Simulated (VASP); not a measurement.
# Ir (P6_3/mmc) in VASP: a series of runs

The runs below take Ir through single point, with LDA.

Program: VASP 6.6.1. These are calculated values, not measurements. Logs are shortened: lines on timing, memory, paths and dates and some standing lists are left out, and cuts for length are marked.

## 1. The cell of the first run

The structure is hexagonal, space group P6_3/mmc (No. 194). Conventional cell: a = 2.695 Å, b = 2.695 Å, c = 4.371 Å, α = 90.00°, β = 90.00°, γ = 120.00°. Ir (site symmetry -6m2) has 12 Ir at 2.68 to 2.70 Å within 3.5 Å.

## 2. Single point, LDA (volume scaled by 0.94)

The input, INCAR:

```
PREC = Accurate ; ENCUT = 520
EDIFF = 1E-6 ; ISMEAR = -1
SIGMA = 0.05 ; LREAL = F
LASPH = T ; NELM = 80
ALGO = Normal ; ISIF = 2
LWAVE = F ; LCHARG = F
NBANDS = 16
```

The input, KPOINTS:

```
regular mesh
0
Gamma
  11 11 6
```

The input, POSCAR:

```
Ir
1.0
    2.6952115654      0.0000000000      0.0000000000
   -1.3476057827      2.3341216842      0.0000000000
    0.0000000000      0.0000000000      4.3711972971
Ir
2
Direct
    0.3333333333      0.6666666667      0.2500000000
    0.6666666667      0.3333333333      0.7500000000
```

Potentials or basis: VASP PAW LDA potentials, release 64 (Ir).

Started as:

```sh
$ cat potpaw_LDA.64/Ir/POTCAR > POTCAR
$ mpirun -np 1 vasp_std > vasp.out
```

OUTCAR:

```text
PREC = Accurate
   ENCUT = 520
   EDIFF = 1E-6
   ISMEAR = -1
   LREAL = F
   LASPH = T
   NELM = 80
   ISIF = 2

 ion  position               nearest neighbor table
   1  0.333  0.667  0.250-   2 2.68   2 2.68   2 2.68   2 2.68   2 2.68   2 2.68
   2  0.667  0.333  0.750-   1 2.68   1 2.68   1 2.68   1 2.68   1 2.68   1 2.68

  LATTYP: Found a hexagonal cell.
 ALAT       =     2.6952115654
 C/A-ratio  =     1.6218382828

  Lattice vectors:

 A1 = (   2.6952115654,   0.0000000000,   0.0000000000)
 A2 = (  -1.3476057827,   2.3341216842,   0.0000000000)
 A3 = (   0.0000000000,   0.0000000000,   4.3711972971)

Analysis of symmetry for initial positions (statically):
=====================================================================
 Subroutine PRICEL returns:
 Original cell was already a primitive cell.

 Routine SETGRP: Setting up the symmetry group for a
 hexagonal supercell.

 Subroutine GETGRP returns: Found 24 space group operations
 (whereof 12 operations were pure point group operations)
 out of a pool of 24 trial point group operations.

The static configuration has the point symmetry D_3d.
 The point group associated with its full space group is D_6h.

Analysis of symmetry for dynamics (positions and initial velocities):
=====================================================================
 Subroutine PRICEL returns:
 Original cell was already a primitive cell.

 Routine SETGRP: Setting up the symmetry group for a
 hexagonal supercell.

 Subroutine GETGRP returns: Found 24 space group operations
 (whereof 12 operations were pure point group operations)
 out of a pool of 24 trial point group operations.

The dynamic configuration has the point symmetry D_3d.
 The point group associated with its full space group is D_6h.

 Subroutine INISYM returns: Found 24 space group operations
 (whereof 12 operations are pure point group operations),
 and found     1 'primitive' translations

----------------------------------------------------------------------------------------

                                     Primitive cell

  volume of cell :      27.4990

  direct lattice vectors                    reciprocal lattice vectors
     2.695211565  0.000000000  0.000000000     0.371028387  0.214213339  0.000000000
    -1.347605783  2.334121684  0.000000000     0.000000000  0.428426678  0.000000000
     0.000000000  0.000000000  4.371197297     0.000000000  0.000000000  0.228770273

  length of vectors
     2.695211565  2.695211565  4.371197297     0.428426678  0.428426678  0.228770273

  position of ions in fractional coordinates (direct lattice)
     0.333333333  0.666666667  0.250000000
     0.666666667  0.333333333  0.750000000

  ion indices of the primitive-cell ions
   primitive index   ion index
                 1           1
                 2           2

----------------------------------------------------------------------------------------

 KPOINTS: regular mesh

Automatic generation of k-mesh.
 Grid dimensions read from file:
 generate k-points for:   11   11    6

 Generating k-lattice:

  Cartesian coordinates                     Fractional coordinates (reciprocal lattice)
     0.033729853  0.019473940  0.000000000     0.090909091  0.000000000  0.000000000
     0.000000000  0.038947880  0.000000000     0.000000000  0.090909091  0.000000000
     0.000000000  0.000000000  0.038128379     0.000000000  0.000000000  0.166666667

  Length of vectors
     0.038947880  0.038947880  0.038128379

  Shift w.r.t. Gamma in fractional coordinates (k-lattice)
     0.000000000  0.000000000  0.000000000

 Subroutine IBZKPT returns following result:
 ===========================================

 Found     64 irreducible k-points:

 Following reciprocal coordinates:
            Coordinates               Weight
  0.000000  0.000000  0.000000      1.000000
  0.090909  0.000000  0.000000      6.000000
  0.181818 -0.000000  0.000000      6.000000
  0.272727 -0.000000  0.000000      6.000000
  0.363636  0.000000  0.000000      6.000000
  0.454545  0.000000  0.000000      6.000000
[... 16 lines left out ...]
  0.090909  0.090909  0.166667     12.000000
  0.181818  0.090909  0.166667     24.000000
 [... further k-points ...]
   k-points           NKPTS =     64   k-points in BZ     NKDIM =     64   number of bands    NBANDS=     16
   number of dos      NEDOS =    301   number of ions     NIONS =      2
   total plane-waves  NPLWV =  14400
   dimension x,y,z NGX =    20 NGY =   20 NGZ =   36
   dimension x,y,z NGXF=    40 NGYF=   40 NGZF=   72
   ions per type =               2
   NGX,Y,Z   is equivalent  to a cutoff of  12.34, 12.34, 13.69 a.u.
   NGXF,Y,Z  is equivalent  to a cutoff of  24.67, 24.67, 27.38 a.u.
 SYSTEM =  unknown system
   PREC   = accura    normal or accurate (medium, high low for compatibility)
   ISTART =      0    job   : 0-new  1-cont  2-samecut
   ICHARG =      2    charge: 1-file 2-atom 10-const
   ISPIN  =      1    spin polarized calculation?
   LNONCOLLINEAR =      F non collinear calculations
   LSORBIT =      F    spin-orbit coupling
   LASPH  =      T    aspherical Exc in radial PAW
   ENCUT  =  520.0 eV  38.22 Ry    6.18 a.u.   5.01  5.01  8.13*2*pi/ulx,y,z
   NELM   =     80;   NELMIN=  2; NELMDL= -5     # of ELM steps
   EDIFF  = 0.1E-05   stopping-criterion for ELM
   LREAL  =      F    real-space projection
   EDIFFG = 0.1E-04   stopping-criterion for IOM
   NSW    =      0    number of steps for IOM
   IBRION =     -1    ionic relax: 0-MD 1-quasi-New 2-CG
   NFREE  =      0    steps in history (QN), initial steepest desc. (CG)
   ISIF   =      2    stress and relaxation
   ISYM   =      2    0-nonsym 1-usesym 2-fastsym
   POTIM  = 0.5000    time-step for ionic-motion
   TEBEG  =    0.0;   TEEND  =   0.0 temperature during run
   PSTRESS=    0.0 pullay stress
   NELECT =      18.0000    total number of electrons
   NUPDOWN=      -1.0000    fix difference up-down
   EMIN   =  10.00;   EMAX   =-10.00  energy-range for DOS
   EFERMI =   0.00;   METHOD = LEGACY
   ISMEAR =    -1;   SIGMA  =   0.05  broadening in eV -4-tet -1-fermi 0-gaus
   EFERMI_NEDOS =   21; number of points for ismear=-14 and -15
   IALGO  =     38    algorithm
   IMIX   =      4    mixing-type and parameters
     AMIX     =   0.40;   BMIX     =  1.00
     AMIX_MAG =   1.60;   BMIX_MAG =  1.00
  volume/ion in A,a.u.               =      13.75        92.79
  Fermi-wavevector in a.u.,A,eV,Ry     =   1.421434  2.686121 27.490232  2.020475
  Thomas-Fermi vector in A             =   2.542244
   LORBIT       =      0    0 simple, 1 ext, 2 COOP (PROOUT), +10 PAW based schemes
   GGA     = CA    functional components
   LHFCALC =     F    Hartree Fock is set to
   AEXX    =    0.0000 exact exchange contribution
   IVDW    =     0    specifies the selected vdW correction
   LEPSILON=     F    determine dielectric tensor
   LRPA    =     F    only Hartree local field effects (RPA)
 non-spin polarized calculation
  energy-cutoff  :      520.00
  volume of cell :       27.50
 maximum number of plane-waves:       764
 NGX is ok and might be reduce to    20
   NGX =  9   NGY =  9   NGZ = 17

 number of electron      18.0000001 magnetization

 Free energy of the ion-electron system (eV)
  ---------------------------------------------------
  ext. energy  EPLUGINS =         0.00000000
  ---------------------------------------------------
  free energy    TOTEN  =       -20.46788011 eV

  energy without entropy =      -20.44455566  energy(sigma->0) =      -20.45621788

 E-fermi :  10.9282     XC(G=0): -14.3042

 val. band max:       10.9149466347   @ k =   0.3636   0.1818   0.1667
 cond. band min:      10.9324489479   @ k =   0.2727   0.0909   0.3333
 fundamental gap:      0.0175023132
 Fermi energy:        10.9282146414

 k-point     1 :       0.0000    0.0000    0.0000
  band No.  band energies     occupation
      1      -0.5943      2.00000
      2       2.4230      2.00000
      3       6.7835      2.00000
      4       6.8931      2.00000
      5       6.8931      2.00000
      6       7.5891      2.00000
[... 8 lines left out ...]
     15      27.3502      0.00000
     16      28.5087      0.00000

 k-point     2 :       0.0909    0.0000    0.0000
  band No.  band energies     occupation
      1      -0.2622      2.00000
      2       2.7170      2.00000
      3       6.3252      2.00000
      4       7.1775      2.00000
      5       7.2628      2.00000
      6       7.4375      2.00000
[... 8 lines left out ...]
     15      27.7823      0.00000
     16      29.0379      0.00000

 k-point     3 :       0.1818   -0.0000    0.0000
  band No.  band energies     occupation
      1       0.6546      2.00000
      2       3.4029      2.00000
      3       5.7986      2.00000
      4       6.5335      2.00000
      5       6.9464      2.00000
      6       7.7465      2.00000
[... 8 lines left out ...]
     15      28.1343      0.00000
     16      29.0392      0.00000

 k-point     4 :       0.2727   -0.0000    0.0000
  band No.  band energies     occupation
      1       1.8650      2.00000
      2       3.6864      2.00000
      3       5.1939      2.00000
      4       5.8656      2.00000
      5       6.7849      2.00000
      6       7.2355      2.00000
[... 8 lines left out ...]
     15      26.5937      0.00000
     16      26.6422      0.00000

 k-point     5 :       0.3636    0.0000    0.0000
  band No.  band energies     occupation
      1       2.7826      2.00000
      2       3.3657      2.00000
      3       4.2459      2.00000
      4       6.4377      2.00000
      5       6.8330      2.00000
      6       7.3541      2.00000
[... 8 lines left out ...]
     15      24.3311      0.00000
     16      25.3525      0.00000

 k-point     6 :       0.4545    0.0000    0.0000
  band No.  band energies     occupation
      1       3.0024      2.00000
      2       3.1874      2.00000
      3       3.7579      2.00000
      4       6.6153      2.00000
      5       7.1938      2.00000
      6       7.2232      2.00000
[... 8 lines left out ...]
     15      22.7882      0.00000
     16      23.1798      0.00000

 k-point     7 :       0.0909    0.0909    0.0000
  band No.  band energies     occupation
      1       0.3674      2.00000
      2       3.2357      2.00000
      3       5.8574      2.00000
      4       7.0293      2.00000
      5       7.1192      2.00000
      6       7.6389      2.00000
[... 8 lines left out ...]
     15      28.5101      0.00000
     16      28.6453      0.00000

 k-point     8 :       0.1818    0.0909    0.0000
  band No.  band energies     occupation
      1       1.4740      2.00000
      2       3.8901      2.00000
      3       5.4348      2.00000
      4       5.7134      2.00000
      5       6.8159      2.00000
      6       7.1017      2.00000
[... 8 lines left out ...]
     15      26.4460      0.00000
     16      27.5852      0.00000

 k-point     9 :       0.2727    0.0909    0.0000
  band No.  band energies     occupation
      1       2.6440      2.00000
      2       3.7975      2.00000
      3       4.6352      2.00000
      4       5.7923      2.00000
      5       6.7304      2.00000
      6       7.0163      2.00000
[... 8 lines left out ...]
     15      24.2277      0.00000
     16      26.1819      0.00000
[... 172 lines left out ...]
 k-point    19 :       0.1818   -0.0000    0.1667
  band No.  band energies     occupation
      1       0.9303      2.00000
      2       3.4823      2.00000
      3       5.8668      2.00000
      4       6.0401      2.00000
      5       6.7220      2.00000
      6       7.4861      2.00000
[... 8 lines left out ...]
     15      27.6621      0.00000
     16      28.6224      0.00000

 k-point    20 :       0.2727   -0.0000    0.1667
  band No.  band energies     occupation
      1       2.0159      2.00000
      2       3.8098      2.00000
      3       5.0559      2.00000
      4       5.8447      2.00000
      5       6.5070      2.00000
      6       7.3667      2.00000
[... 8 lines left out ...]
     15      26.7867      0.00000
     16      27.1552      0.00000

 k-point    21 :       0.3636    0.0000    0.1667
  band No.  band energies     occupation
      1       2.6412      2.00000
      2       3.4640      2.00000
      3       4.5961      2.00000
      4       5.6230      2.00000
      5       7.0511      2.00000
      6       7.3319      2.00000
[... 8 lines left out ...]
     15      25.0190      0.00000
     16      25.3792      0.00000

 k-point    22 :       0.4545    0.0000    0.1667
  band No.  band energies     occupation
      1       2.7037      2.00000
      2       3.1414      2.00000
      3       4.4636      2.00000
      4       5.5865      2.00000
      5       6.8608      2.00000
      6       7.7538      2.00000
[... 8 lines left out ...]
     15      23.5792      0.00000
     16      24.2592      0.00000

 k-point    23 :       0.0909    0.0909    0.1667
  band No.  band energies     occupation
      1       0.6589      2.00000
      2       3.3011      2.00000
      3       5.9214      2.00000
      4       6.3177      2.00000
      5       6.8823      2.00000
      6       7.3928      2.00000
[... 8 lines left out ...]
     15      28.2880      0.00000
     16      28.6769      0.00000

 k-point    24 :       0.1818    0.0909    0.1667
  band No.  band energies     occupation
      1       1.6958      2.00000
      2       4.0134      2.00000
      3       5.3246      2.00000
      4       5.5549      2.00000
      5       6.5846      2.00000
      6       7.2494      2.00000
[... 8 lines left out ...]
     15      26.6381      0.00000
     16      27.7413      0.00000

 [... further k-points ...]

------------------------ aborting loop because EDIFF is reached ----------------------------------------

  FORCE on cell =-STRESS in cart. coord.  units (eV):
  Direction    XX          YY          ZZ          XY          YZ          ZX
  --------------------------------------------------------------------------------------
  -------------------------------------------------------------------------------------
  Total        1.2730234      1.2730234      1.2779695     -0.0000000      0.0000000      0.0000000
  in kB       74.1703270     74.1703270     74.4585045     -0.0000000      0.0000000      0.0000000
  external PRESSURE =      74.2663862 kB  Pullay stress =       0.0000000 kB

 VOLUME and BASIS-vectors are now :
 -----------------------------------------------------------------------------
  energy-cutoff  :      520.00
  volume of cell :       27.50
      direct lattice vectors                 reciprocal lattice vectors
     2.695211565  0.000000000  0.000000000     0.371028387  0.214213339  0.000000000
    -1.347605783  2.334121684  0.000000000     0.000000000  0.428426678  0.000000000
     0.000000000  0.000000000  4.371197297     0.000000000  0.000000000  0.228770273

 POSITION                                       TOTAL-FORCE (eV/Angst)
 -----------------------------------------------------------------------------------
     -0.00000      1.55608      1.09280        -0.000000     -0.000000      0.000000
      1.34761      0.77804      3.27840         0.000000      0.000000      0.000000
 -----------------------------------------------------------------------------------
    total drift:                               -0.000000      0.000000     -0.000000

  FREE ENERGIE OF THE ION-ELECTRON SYSTEM (eV)
  ---------------------------------------------------
  free  energy   TOTEN  =       -20.4678801065 eV

  energy  without entropy=      -20.4445556584  energy(sigma->0) =      -20.45621788
```

It took 9.1 s on 1 thread of Intel Xeon 6975P-C (Granite Rapids), shared host; peak memory 0.14 GiB.

What came out:

* Free energy: -20.4679 eV
* Pressure: 7.4 GPa
* Band gap on the k mesh: zero (band 9 reaches 11.98 eV, above the bottom of band 10 at 8.57 eV)

Caveat: spin-orbit coupling is left out, which moves the levels of the heavy elements.

## 3. Single point, LDA (volume scaled by 0.96)

The input, INCAR:

```
SYSTEM = Ir
  PREC = Accurate
  ENCUT = 520
  EDIFF = 1E-7
  ISMEAR = -1
  SIGMA = 0.05
  LREAL = .FALSE.
  LASPH = .TRUE.
  NELM = 80
  ALGO = Normal
  ISIF = 2
  LWAVE = .FALSE.
  LCHARG = .TRUE.
  GGA = CA
  LELF = .TRUE.
  LVHAR = .TRUE.
  NBANDS = 16
```

The input, KPOINTS:

```
regular mesh
0
G
  11 11 6
  0 0 0
```

The input, POSCAR:

```
Ir
1.0
    2.7141925539      0.0000000000      0.0000000000
   -1.3570962769      2.3505597024      0.0000000000
    0.0000000000      0.0000000000      4.4019813909
Ir
2
Direct
    0.3333333333      0.6666666667      0.2500000000
    0.6666666667      0.3333333333      0.7500000000
```

Potentials or basis: VASP PAW LDA potentials, release 64 (Ir).

Started as:

```sh
$ cat potpaw_LDA.64/Ir/POTCAR > POTCAR
$ mpirun -np 1 vasp_std > vasp.out
```

It took 9.6 s on 1 thread of Intel Xeon 6975P-C (Granite Rapids), shared host; peak memory 0.14 GiB.

The run converged. Its results:

```yaml
Free_energy: -20.4790 eV
Pressure: -1.3 GPa
Band_gap_on_the_k_mesh: zero (band 9 reaches 11.55 eV, above the bottom of band 10 at 8.26 eV)
```

Stress tensor (GPa, compression positive):
```
-1.25  0.00  0.00
 0.00 -1.25  0.00
 0.00  0.00 -1.45
```

Levels at points of the mesh, in eV from the Fermi level:
```
           k point  band 7  band 8  band 9  band 10  band 11  band 12
(0.00, 0.00, 0.00)   -3.23   -2.42   -2.42    -0.78     0.29     0.29
(0.00, 0.00, 0.50)   -4.03   -4.03   -0.47    -0.47    -0.47    -0.47
```

Caveat: spin-orbit coupling is left out, which moves the levels of the heavy elements.

## 4. Single point, LDA (volume scaled by 0.98)

The input, INCAR:

```
ALGO = Normal
EDIFF = 1E-7
ENCUT = 520
GGA = CA
ISIF = 2
ISMEAR = -1
LASPH = T
LCHARG = T
LELF = T
LREAL = F
LVHAR = T
LWAVE = F
NBANDS = 16
NELM = 60
PREC = Accurate
SIGMA = 0.05
```

The input, KPOINTS:

```
k-points
0
Gamma
  11 11 6
```

The input, POSCAR:

```
Ir
1.0
    2.7329117147      0.0000000000      0.0000000000
   -1.3664558574      2.3667709712      0.0000000000
    0.0000000000      0.0000000000      4.4323408426
Ir
2
Direct
    0.3333333333      0.6666666667      0.2500000000
    0.6666666667      0.3333333333      0.7500000000
```

Started as:

```sh
$ cat potpaw_LDA.64/Ir/POTCAR > POTCAR
$ mpirun -np 1 vasp_std > vasp.out
```

Run time: 10 s. Hardware: 1 thread of Intel Xeon 6975P-C (Granite Rapids), shared host; peak memory 0.14 GiB.

Results (log left out):

```yaml
Free_energy: -20.4602 eV
Pressure: -9.0 GPa
Band_gap_on_the_k_mesh: zero (band 9 reaches 11.14 eV, above the bottom of band 10 at 7.96 eV)
```

Stress tensor (GPa, compression positive):
```
-8.88  0.00  0.00
 0.00 -8.88  0.00
 0.00  0.00 -9.28
```

Levels at points of the mesh, in eV from the Fermi level:
```tsv
k point	band 7	band 8	band 9	band 10	band 11	band 12
(0.00, 0.00, 0.00)	-3.13	-2.34	-2.34	-0.73	0.28	0.28
(0.00, 0.00, 0.50)	-3.90	-3.90	-0.46	-0.46	-0.46	-0.46
```

Caveat: spin-orbit coupling is left out, which moves the levels of the heavy elements.

## 5. Overview

```csv
cell,gap on the mesh (eV),pressure (GPa)
"a = 2.695, b = 2.695, c = 4.371 Å, angles 90.0, 90.0, 120.0°, 2 atoms",none,7.4
"a = 2.714, b = 2.714, c = 4.402 Å, angles 90.0, 90.0, 120.0°, 2 atoms",none,-1.3
"a = 2.733, b = 2.733, c = 4.432 Å, angles 90.0, 90.0, 120.0°, 2 atoms",none,-9.0
```

Alike in all rows: task single point; level LDA; potentials or basis VASP PAW LDA potentials, release 64 (Ir); no spin polarisation; k mesh 11 × 11 × 6; cutoff (eV) 520; smearing fermi-dirac 0.05 eV.

Caveats: spin-orbit coupling is left out, which moves the levels of the heavy elements.

Absolute energies hang on the potentials; compare differences alone.
